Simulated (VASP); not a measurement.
# AlCu3 (Pm-3m) in VASP: single point with PBEsol

Aim: the single point of AlCu3 with PBEsol.

Everything below comes from runs of VASP 6.6.1. Logs are shortened: lines on timing, memory, paths and dates and some standing lists are left out, and cuts for length are marked.

### Step 1. The cell of the first run

Symmetry: Pm-3m, No. 221, cubic system. The conventional cell has a = 3.632 Å, b = 3.632 Å, c = 3.632 Å, α = 90.00°, β = 90.00°, γ = 90.00°. Al (site symmetry m-3m) has 12 Cu at 2.57 Å within 3.4 Å. Within 3.4 Å of Cu (site symmetry 4/mmm) lie 4 Al at 2.57 Å and 8 Cu at 2.57 Å.

### Step 2. Single point, PBEsol

File INCAR:

```
SYSTEM = AlCu3
PREC = Accurate
ENCUT = 520
EDIFF = 1E-6
ISMEAR = 0
SIGMA = 0.15
LREAL = .False.
LASPH = .True.
NELM = 80
ALGO = Normal
ISIF = 2
LWAVE = .False.
LCHARG = .True.
GGA = PS
LELF = .True.
LVHAR = .True.
NBANDS = 26
```

File KPOINTS:

```
Automatic mesh
0
Gamma
  12 12 12
  0 0 0
```

File POSCAR:

```
AlCu3
1.0
    3.6317788563      0.0000000000      0.0000000000
    0.0000000000      3.6317788563      0.0000000000
    0.0000000000      0.0000000000      3.6317788563
Al Cu
1 3
Direct
    0.0000000000      0.0000000000      0.0000000000
    0.5000000000      0.5000000000      0.0000000000
    0.5000000000      0.0000000000      0.5000000000
    0.0000000000      0.5000000000      0.5000000000
```

Potentials or basis: VASP PAW PBE potentials, release 64 (Al, Cu).

Launch:

```console
> cat potpaw_PBE.64/Al/POTCAR potpaw_PBE.64/Cu/POTCAR > POTCAR
> mpirun -np 1 vasp_std > vasp.out
```

OUTCAR:

```text
SYSTEM = AlCu3
   PREC = Accurate
   ENCUT = 520
   EDIFF = 1E-6
   ISMEAR = 0
   LREAL = .False.
   LASPH = .True.
   NELM = 80
   ISIF = 2
   GGA = PS

 ion  position               nearest neighbor table
   1  0.000  0.000  0.000-   2 2.57   3 2.57   4 2.57   3 2.57   4 2.57   2 2.57   4 2.57   4 2.57
                             2 2.57   3 2.57   3 2.57   2 2.57
   2  0.500  0.500  0.000-   1 2.57   3 2.57   4 2.57   3 2.57   4 2.57   1 2.57   3 2.57   3 2.57
                             1 2.57   4 2.57   4 2.57   1 2.57
   3  0.500  0.000  0.500-   1 2.57   2 2.57   4 2.57   1 2.57   2 2.57   2 2.57   4 2.57   2 2.57
                             1 2.57   4 2.57   1 2.57   4 2.57
   4  0.000  0.500  0.500-   1 2.57   2 2.57   3 2.57   1 2.57   2 2.57   1 2.57   3 2.57   1 2.57
                             2 2.57   3 2.57   2 2.57   3 2.57

  LATTYP: Found a simple cubic cell.
 ALAT       =     3.6317788563

  Lattice vectors:

 A1 = (   3.6317788563,   0.0000000000,   0.0000000000)
 A2 = (   0.0000000000,   3.6317788563,   0.0000000000)
 A3 = (   0.0000000000,   0.0000000000,   3.6317788563)

Analysis of symmetry for initial positions (statically):
=====================================================================
 Subroutine PRICEL returns:
 Original cell was already a primitive cell.

 Routine SETGRP: Setting up the symmetry group for a
 simple cubic supercell.

 Subroutine GETGRP returns: Found 48 space group operations
 (whereof 48 operations were pure point group operations)
 out of a pool of 48 trial point group operations.

The static configuration has the point symmetry O_h .

Analysis of symmetry for dynamics (positions and initial velocities):
=====================================================================
 Subroutine PRICEL returns:
 Original cell was already a primitive cell.

 Routine SETGRP: Setting up the symmetry group for a
 simple cubic supercell.

 Subroutine GETGRP returns: Found 48 space group operations
 (whereof 48 operations were pure point group operations)
 out of a pool of 48 trial point group operations.

The dynamic configuration has the point symmetry O_h .

 Subroutine INISYM returns: Found 48 space group operations
 (whereof 48 operations are pure point group operations),
 and found     1 'primitive' translations

----------------------------------------------------------------------------------------

                                     Primitive cell

[... 94 lines left out ...]
   EDIFF  = 0.1E-05   stopping-criterion for ELM
   LREAL  =      F    real-space projection
   EDIFFG = 0.1E-04   stopping-criterion for IOM
   NSW    =      0    number of steps for IOM
   IBRION =     -1    ionic relax: 0-MD 1-quasi-New 2-CG
   NFREE  =      0    steps in history (QN), initial steepest desc. (CG)
   ISIF   =      2    stress and relaxation
   ISYM   =      2    0-nonsym 1-usesym 2-fastsym
   POTIM  = 0.5000    time-step for ionic-motion
   TEBEG  =    0.0;   TEEND  =   0.0 temperature during run
   PSTRESS=    0.0 pullay stress
   NELECT =      36.0000    total number of electrons
   NUPDOWN=      -1.0000    fix difference up-down
   EMIN   =  10.00;   EMAX   =-10.00  energy-range for DOS
   EFERMI =   0.00;   METHOD = LEGACY
   ISMEAR =     0;   SIGMA  =   0.15  broadening in eV -4-tet -1-fermi 0-gaus
   EFERMI_NEDOS =   21; number of points for ismear=-14 and -15
   IALGO  =     38    algorithm
   IMIX   =      4    mixing-type and parameters
     AMIX     =   0.40;   BMIX     =  1.00
     AMIX_MAG =   1.60;   BMIX_MAG =  1.00
  volume/ion in A,a.u.               =      11.98        80.82
  Fermi-wavevector in a.u.,A,eV,Ry     =   1.488411  2.812689 30.141911  2.215368
  Thomas-Fermi vector in A             =   2.601449
   LORBIT       =      0    0 simple, 1 ext, 2 COOP (PROOUT), +10 PAW based schemes
   GGA     = PS    functional components
   LHFCALC =     F    Hartree Fock is set to
   AEXX    =    0.0000 exact exchange contribution
   IVDW    =     0    specifies the selected vdW correction
   LEPSILON=     F    determine dielectric tensor
   LRPA    =     F    only Hartree local field effects (RPA)
 non-spin polarized calculation
 Gauss-broadening in eV      SIGMA  =   0.15
  energy-cutoff  :      520.00
  volume of cell :       47.90
 maximum number of plane-waves:      1328
 NGX is ok and might be reduce to    28
   NGX = 13   NGY = 13   NGZ = 13

 number of electron      35.9999975 magnetization

 Free energy of the ion-electron system (eV)
  ---------------------------------------------------
  ext. energy  EPLUGINS =         0.00000000
  ---------------------------------------------------
  free energy    TOTEN  =       -17.78296020 eV

  energy without entropy =      -17.77154290  energy(sigma->0) =      -17.77725155

 E-fermi :   8.6254     XC(G=0): -12.5021

 val. band max:        8.5972711540   @ k =   0.2500   0.1667   0.1667
 cond. band min:       8.6806338937   @ k =   0.1667   0.0833   0.0833
 fundamental gap:      0.0833627397
 Fermi energy:         8.6254333142

 k-point     1 :       0.0000    0.0000    0.0000
  band No.  band energies     occupation
      1      -2.0956      2.00000
      2       3.1937      2.00000
      3       3.7652      2.00000
      4       3.7652      2.00000
      5       4.0374      2.00000
      6       4.0374      2.00000
[... 685 lines left out ...]
     25      18.5048      0.00000
     26      19.4165      0.00000

 [... further k-points ...]

------------------------ aborting loop because EDIFF is reached ----------------------------------------

  FORCE on cell =-STRESS in cart. coord.  units (eV):
  Direction    XX          YY          ZZ          XY          YZ          ZX
  --------------------------------------------------------------------------------------
  -------------------------------------------------------------------------------------
  Total        0.1545780      0.1545780      0.1545780      0.0000000      0.0000000     -0.0000000
  in kB        5.1701129      5.1701129      5.1701129      0.0000000      0.0000000     -0.0000000
  external PRESSURE =       5.1701129 kB  Pullay stress =       0.0000000 kB

 VOLUME and BASIS-vectors are now :
 -----------------------------------------------------------------------------
  energy-cutoff  :      520.00
  volume of cell :       47.90
      direct lattice vectors                 reciprocal lattice vectors
     3.631778856  0.000000000  0.000000000     0.275347162  0.000000000  0.000000000
     0.000000000  3.631778856  0.000000000     0.000000000  0.275347162  0.000000000
     0.000000000  0.000000000  3.631778856     0.000000000  0.000000000  0.275347162

 POSITION                                       TOTAL-FORCE (eV/Angst)
 -----------------------------------------------------------------------------------
      0.00000      0.00000      0.00000         0.000000      0.000000      0.000000
      1.81589      1.81589      0.00000         0.000000      0.000000      0.000000
      1.81589      0.00000      1.81589         0.000000      0.000000      0.000000
      0.00000      1.81589      1.81589         0.000000      0.000000      0.000000
 -----------------------------------------------------------------------------------
    total drift:                                0.000000      0.000000      0.000000

  FREE ENERGIE OF THE ION-ELECTRON SYSTEM (eV)
  ---------------------------------------------------
  free  energy   TOTEN  =       -17.7829602021 eV

  energy  without entropy=      -17.7715429008  energy(sigma->0) =      -17.77725155
```

OSZICAR:

```text
N       E                     dE             d eps       ncg     rms          rms(c)
DAV:   1     0.248584091881E+03    0.24858E+03   -0.15588E+04  4536   0.216E+03
DAV:   2    -0.394277113514E+01   -0.25253E+03   -0.24166E+03  4374   0.352E+02
DAV:   3    -0.222022787797E+02   -0.18260E+02   -0.17440E+02  4954   0.134E+02
DAV:   4    -0.226085402191E+02   -0.40626E+00   -0.40502E+00  6558   0.230E+01
DAV:   5    -0.226147246825E+02   -0.61845E-02   -0.61838E-02  6756   0.227E+00    0.183E+01
DAV:   6    -0.213780828970E+02    0.12366E+01   -0.47804E+01  5100   0.172E+02    0.121E+01
DAV:   7    -0.178329207404E+02    0.35452E+01   -0.11858E+01  5280   0.799E+01    0.925E-01
DAV:   8    -0.178145503822E+02    0.18370E-01   -0.50304E-01  6404   0.111E+01    0.133E+00
DAV:   9    -0.177828919778E+02    0.31658E-01   -0.64216E-02  5506   0.580E+00    0.641E-02
DAV:  10    -0.177830549164E+02   -0.16294E-03   -0.31230E-03  5958   0.885E-01    0.808E-02
DAV:  11    -0.177829653301E+02    0.89586E-04   -0.53672E-04  5750   0.510E-01    0.234E-02
DAV:  12    -0.177829605278E+02    0.48023E-05   -0.59065E-05  6088   0.152E-01    0.768E-03
DAV:  13    -0.177829602021E+02    0.32569E-06   -0.23487E-06  3714   0.253E-02
   1 F= -.17782960E+02 E0= -.17777252E+02  d E =-.114173E-01
```

Wall time 52 s (1 thread of Intel Xeon Platinum 8488C (Sapphire Rapids), shared host); peak memory 0.21 GiB.

What came out:

```yaml
Free_energy: -17.7830 eV
Pressure: 0.5 GPa
Band_gap_on_the_k_mesh: zero (band 18 reaches 12.44 eV, above the bottom of band 19 at 6.89 eV)
```

Caveat: the PAW data sets were made with another functional, which shifts forces and pressure a little.
